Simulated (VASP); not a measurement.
# ZrH5 (R3m) in VASP: single point with PBE

Aim: the single point of ZrH5 with PBE.

Program: VASP 6.6.1. These are calculated values, not measurements. Logs are shortened: lines on timing, memory, paths and dates and some standing lists are left out, and cuts for length are marked.

## 1. The cell of the first run

It takes space group R3m (No. 160, trigonal). The conventional cell has a = 3.931 Å, b = 3.931 Å, c = 8.275 Å, α = 90.00°, β = 90.00°, γ = 120.00°. Zr (site symmetry 3m) has 16 H at 1.92 to 2.43 Å within 2.5 Å. Within 1.6 Å of H (site symmetry m) lie 1 H at 1.16 Å. Within 1.6 Å of H (site symmetry 3m) lie 3 H at 1.16 Å. H (site symmetry 3m) has 10 H at 1.70 to 2.24 Å and 1 Zr at 1.92 Å within 2.3 Å.

## 2. Single point, PBE

INCAR reads:

```
  PREC = Accurate
  ENCUT = 500
  EDIFF = 1E-6
  ISMEAR = 0
  SIGMA = 0.2
  LREAL = False
  LASPH = True
  NELM = 120
  ALGO = Normal
  ISIF = 2
  LWAVE = False
  LCHARG = True
  GGA = PE
  LELF = True
  LVHAR = True
  NBANDS = 18
  GGA_COMPAT = False
```

KPOINTS reads:

```
Automatic mesh
0
Gamma
  5 5 5
```

POSCAR reads:

```
ZrH5
1.0
    1.9655392640      1.1348046241      2.7583208138
   -1.9655392640      1.1348046241      2.7583208138
    0.0000000000     -2.2696092454      2.7583208150
Zr H
1 5
Direct
    0.1268441822      0.1268441822      0.1268441822
    0.7326717519      0.2210479220      0.7326717519
    0.7326717519      0.7326717519      0.2210479220
    0.2210479220      0.7326717519      0.7326717519
    0.5637538901      0.5637538901      0.5637538901
    0.3583111219      0.3583111219      0.3583111219
```

Potentials or basis: VASP PAW PBE potentials, release 64 (Zr_sv, H).

Run with:

```console
$ cat potpaw_PBE.64/Zr_sv/POTCAR potpaw_PBE.64/H/POTCAR > POTCAR
$ mpirun -np 1 vasp_std > vasp.out
```

OUTCAR:

```text
PREC = Accurate
   ENCUT = 500
   EDIFF = 1E-6
   ISMEAR = 0
   LREAL = False
   LASPH = True
   NELM = 120
   ISIF = 2
   GGA = PE

 ion  position               nearest neighbor table
   1  0.127  0.127  0.127-   6 1.92   4 2.14   2 2.14   3 2.14   3 2.14   4 2.14   2 2.14   3 2.21
                             4 2.21   2 2.21
   2  0.733  0.221  0.733-   1 2.14   1 2.14   1 2.21
   3  0.733  0.733  0.221-   1 2.14   1 2.14   1 2.21
   4  0.221  0.733  0.733-   1 2.14   1 2.14   1 2.21
   5  0.564  0.564  0.564-
   6  0.358  0.358  0.358-   1 1.92

  LATTYP: Found a trigonal (rhomboedric) cell.
 ALAT       =     3.5720386119
 COS(alpha) =     0.3944344596

  Lattice vectors:

 A1 = (   1.9655392640,   1.1348046241,   2.7583208138)
 A2 = (  -1.9655392640,   1.1348046241,   2.7583208138)
 A3 = (   0.0000000000,  -2.2696092454,   2.7583208150)

Analysis of symmetry for initial positions (statically):
=====================================================================
 Subroutine PRICEL returns:
 Original cell was already a primitive cell.

 Routine SETGRP: Setting up the symmetry group for a
 trigonal (rhombohedral) supercell.

 Subroutine GETGRP returns: Found  6 space group operations
 (whereof  6 operations were pure point group operations)
 out of a pool of 12 trial point group operations.

The static configuration has the point symmetry C_3v.

Analysis of symmetry for dynamics (positions and initial velocities):
=====================================================================
 Subroutine PRICEL returns:
 Original cell was already a primitive cell.

 Routine SETGRP: Setting up the symmetry group for a
 trigonal (rhombohedral) supercell.

 Subroutine GETGRP returns: Found  6 space group operations
 (whereof  6 operations were pure point group operations)
 out of a pool of 12 trial point group operations.

The dynamic configuration has the point symmetry C_3v.

 Subroutine INISYM returns: Found  6 space group operations
 (whereof  6 operations are pure point group operations),
 and found     1 'primitive' translations

----------------------------------------------------------------------------------------

                                     Primitive cell

  volume of cell :      36.9147

  direct lattice vectors                    reciprocal lattice vectors
     1.965539264  1.134804624  2.758320814     0.254383115  0.146868160  0.120846470
    -1.965539264  1.134804624  2.758320814    -0.254383115  0.146868160  0.120846470
     0.000000000 -2.269609245  2.758320815     0.000000000 -0.293736319  0.120846470

  length of vectors
     3.572038612  3.572038612  3.572038612     0.317623826  0.317623826  0.317623826

  position of ions in fractional coordinates (direct lattice)
     0.126844182  0.126844182  0.126844182
     0.732671752  0.221047922  0.732671752
     0.732671752  0.732671752  0.221047922
     0.221047922  0.732671752  0.732671752
     0.563753890  0.563753890  0.563753890
     0.358311122  0.358311122  0.358311122

  ion indices of the primitive-cell ions
   primitive index   ion index
                 1           1
                 2           2
                 3           3
                 4           4
                 5           5
                 6           6

----------------------------------------------------------------------------------------

 KPOINTS: Automatic mesh

Automatic generation of k-mesh.
 Grid dimensions read from file:
 generate k-points for:    5    5    5

 Generating k-lattice:

  Cartesian coordinates                     Fractional coordinates (reciprocal lattice)
     0.050876623  0.029373632  0.024169294     0.200000000  0.000000000  0.000000000
    -0.050876623  0.029373632  0.024169294     0.000000000  0.200000000  0.000000000
     0.000000000 -0.058747264  0.024169294     0.000000000  0.000000000  0.200000000

  Length of vectors
     0.063524765  0.063524765  0.063524765

  Shift w.r.t. Gamma in fractional coordinates (k-lattice)
     0.000000000  0.000000000  0.000000000

 Subroutine IBZKPT returns following result:
 ===========================================

 Found     19 irreducible k-points:

 Following reciprocal coordinates:
            Coordinates               Weight
  0.000000  0.000000  0.000000      1.000000
  0.200000 -0.000000 -0.000000      6.000000
  0.400000 -0.000000  0.000000      6.000000
  0.200000  0.200000 -0.000000      6.000000
  0.400000  0.200000  0.000000     12.000000
 -0.400000  0.200000 -0.000000     12.000000
[... 11 lines left out ...]
  0.400000  0.400000  0.400000      2.000000
 -0.400000  0.400000  0.400000      6.000000
   k-points           NKPTS =     19   k-points in BZ     NKDIM =     19   number of bands    NBANDS=     18
   number of dos      NEDOS =    301   number of ions     NIONS =      6
   total plane-waves  NPLWV =  21952
   dimension x,y,z NGX =    28 NGY =   28 NGZ =   28
   dimension x,y,z NGXF=    56 NGYF=   56 NGZF=   56
   ions per type =               1   5
   NGX,Y,Z   is equivalent  to a cutoff of  13.03, 13.03, 13.03 a.u.
   NGXF,Y,Z  is equivalent  to a cutoff of  26.06, 26.06, 26.06 a.u.
 SYSTEM =  unknown system
   PREC   = accura    normal or accurate (medium, high low for compatibility)
   ISTART =      0    job   : 0-new  1-cont  2-samecut
   ICHARG =      2    charge: 1-file 2-atom 10-const
   ISPIN  =      1    spin polarized calculation?
   LNONCOLLINEAR =      F non collinear calculations
   LSORBIT =      F    spin-orbit coupling
   LASPH  =      T    aspherical Exc in radial PAW
   ENCUT  =  500.0 eV  36.75 Ry    6.06 a.u.   6.51  6.51  6.51*2*pi/ulx,y,z
   NELM   =    120;   NELMIN=  2; NELMDL= -5     # of ELM steps
   EDIFF  = 0.1E-05   stopping-criterion for ELM
   LREAL  =      F    real-space projection
   EDIFFG = 0.1E-04   stopping-criterion for IOM
   NSW    =      0    number of steps for IOM
   IBRION =     -1    ionic relax: 0-MD 1-quasi-New 2-CG
   NFREE  =      0    steps in history (QN), initial steepest desc. (CG)
   ISIF   =      2    stress and relaxation
   ISYM   =      2    0-nonsym 1-usesym 2-fastsym
   POTIM  = 0.5000    time-step for ionic-motion
   TEBEG  =    0.0;   TEEND  =   0.0 temperature during run
   PSTRESS=    0.0 pullay stress
   NELECT =      17.0000    total number of electrons
   NUPDOWN=      -1.0000    fix difference up-down
   EMIN   =  10.00;   EMAX   =-10.00  energy-range for DOS
   EFERMI =   0.00;   METHOD = LEGACY
   ISMEAR =     0;   SIGMA  =   0.20  broadening in eV -4-tet -1-fermi 0-gaus
   EFERMI_NEDOS =   21; number of points for ismear=-14 and -15
   IALGO  =     38    algorithm
   IMIX   =      4    mixing-type and parameters
     AMIX     =   0.40;   BMIX     =  1.00
     AMIX_MAG =   1.60;   BMIX_MAG =  1.00
  volume/ion in A,a.u.               =       6.15        41.52
  Fermi-wavevector in a.u.,A,eV,Ry     =   1.264226  2.389041 21.745762  1.598268
  Thomas-Fermi vector in A             =   2.397543
   LORBIT       =      0    0 simple, 1 ext, 2 COOP (PROOUT), +10 PAW based schemes
   GGA     = PE    functional components
   LHFCALC =     F    Hartree Fock is set to
   AEXX    =    0.0000 exact exchange contribution
   IVDW    =     0    specifies the selected vdW correction
   LEPSILON=     F    determine dielectric tensor
   LRPA    =     F    only Hartree local field effects (RPA)
 non-spin polarized calculation
 Gauss-broadening in eV      SIGMA  =   0.20
  energy-cutoff  :      500.00
  volume of cell :       36.91
 maximum number of plane-waves:       947
 NGX is ok and might be reduce to    28
   NGX = 13   NGY = 13   NGZ = 13

 number of electron      17.0000001 magnetization

 Free energy of the ion-electron system (eV)
  ---------------------------------------------------
  ext. energy  EPLUGINS =         0.00000000
  ---------------------------------------------------
  free energy    TOTEN  =       -24.49840319 eV

  energy without entropy =      -24.48564706  energy(sigma->0) =      -24.49202513

 E-fermi :   7.7455     XC(G=0): -10.9936

 val. band max:        7.5416552788   @ k =   0.4000   0.4000   0.2000
 cond. band min:       7.8901948437   @ k =   0.2000   0.2000   0.2000
 fundamental gap:      0.3485395649
 Fermi energy:         7.7455497873

 k-point     1 :       0.0000    0.0000    0.0000
  band No.  band energies     occupation
      1     -42.3374      2.00000
      2     -20.3259      2.00000
      3     -20.3259      2.00000
      4     -20.1698      2.00000
      5      -5.3445      2.00000
      6       3.7105      2.00000
[... 10 lines left out ...]
     17      19.5102      0.00000
     18      22.0939      0.00000

 k-point     2 :       0.2000   -0.0000   -0.0000
  band No.  band energies     occupation
      1     -42.3296      2.00000
      2     -20.4193      2.00000
      3     -20.3295      2.00000
      4     -20.1977      2.00000
      5      -4.7284      2.00000
      6       2.0992      2.00000
[... 10 lines left out ...]
     17      18.1062      0.00000
     18      21.1764      0.00000

 k-point     3 :       0.4000   -0.0000    0.0000
  band No.  band energies     occupation
      1     -42.3169      2.00000
      2     -20.5840      2.00000
      3     -20.3352      2.00000
      4     -20.2227      2.00000
      5      -3.2891      2.00000
      6      -0.1957      2.00000
[... 10 lines left out ...]
     17      18.1667      0.00000
     18      20.1067      0.00000

 k-point     4 :       0.2000    0.2000   -0.0000
  band No.  band energies     occupation
      1     -42.3248      2.00000
      2     -20.3979      2.00000
      3     -20.3728      2.00000
      4     -20.2383      2.00000
      5      -4.5285      2.00000
      6       2.2408      2.00000
[... 270 lines left out ...]
      4     -20.3813      2.00000
      5      -2.9151      2.00000
      6       0.8981      2.00000
[... 10 lines left out ...]
     17      19.5062      0.00000
     18      20.9352      0.00000

 k-point    18 :       0.4000    0.4000    0.4000
  band No.  band energies     occupation
      1     -42.2990      2.00000
      2     -20.5320      2.00000
      3     -20.3918      2.00000
      4     -20.3918      2.00000
      5      -3.4132      2.00000
      6       1.7406      2.00000
[... 10 lines left out ...]
     17      16.5308      0.00000
     18      23.0015      0.00000

 k-point    19 :      -0.4000    0.4000    0.4000
  band No.  band energies     occupation
      1     -42.2961      2.00000
      2     -20.5235      2.00000
      3     -20.4413      2.00000
      4     -20.4044      2.00000
      5      -3.0491      2.00000
      6       1.6983      2.00000
[... 10 lines left out ...]
     17      18.2678      0.00000
     18      22.4208      0.00000

------------------------ aborting loop because EDIFF is reached ----------------------------------------

  FORCE on cell =-STRESS in cart. coord.  units (eV):
  Direction    XX          YY          ZZ          XY          YZ          ZX
  --------------------------------------------------------------------------------------
  -------------------------------------------------------------------------------------
  Total       -0.1138802     -0.1138802     -0.0259588     -0.0000000      0.0000000     -0.0000000
  in kB       -4.9426518     -4.9426518     -1.1266697     -0.0000000      0.0000000     -0.0000000
  external PRESSURE =      -3.6706578 kB  Pullay stress =       0.0000000 kB

 VOLUME and BASIS-vectors are now :
 -----------------------------------------------------------------------------
  energy-cutoff  :      500.00
  volume of cell :       36.91
      direct lattice vectors                 reciprocal lattice vectors
     1.965539264  1.134804624  2.758320814     0.254383115  0.146868160  0.120846470
    -1.965539264  1.134804624  2.758320814    -0.254383115  0.146868160  0.120846470
     0.000000000 -2.269609245  2.758320815     0.000000000 -0.293736319  0.120846470

 POSITION                                       TOTAL-FORCE (eV/Angst)
 -----------------------------------------------------------------------------------
      0.00000      0.00000      1.04963         0.000000      0.000000      0.003381
      1.00562     -0.58059      4.65161         0.003752     -0.002166      0.002926
      0.00000      1.16119      4.65161         0.000000      0.004332      0.002926
     -1.00562     -0.58059      4.65161        -0.003752     -0.002166      0.002926
      0.00000      0.00000      4.66504         0.000000     -0.000000     -0.009118
      0.00000      0.00000      2.96501         0.000000     -0.000000     -0.003040
 -----------------------------------------------------------------------------------
    total drift:                               -0.000000     -0.000000     -0.000175

  FREE ENERGIE OF THE ION-ELECTRON SYSTEM (eV)
  ---------------------------------------------------
  free  energy   TOTEN  =       -24.4984031937 eV

  energy  without entropy=      -24.4856470586  energy(sigma->0) =      -24.49202513
```

Wall time 16 s (1 thread of AMD EPYC 7R43 (Zen 3), shared host); peak memory 0.12 GiB.

Results:

| Property | Result |
| --- | --- |
| Free energy | -24.4984 eV |
| Pressure | -0.4 GPa |
| Largest force | 0.009 eV/Å |

Forces on the atoms (eV/Å):
```
Zr   0.000  0.000  0.003
H    0.004 -0.002  0.003
H    0.000  0.004  0.003
H   -0.004 -0.002  0.003
H    0.000  0.000 -0.009
H    0.000  0.000 -0.003
```

Stress tensor (GPa, compression positive):
```
-0.49  0.00  0.00
 0.00 -0.49  0.00
 0.00  0.00 -0.11
```

Caveat: the k points lie up to 0.40 Å⁻¹ apart.
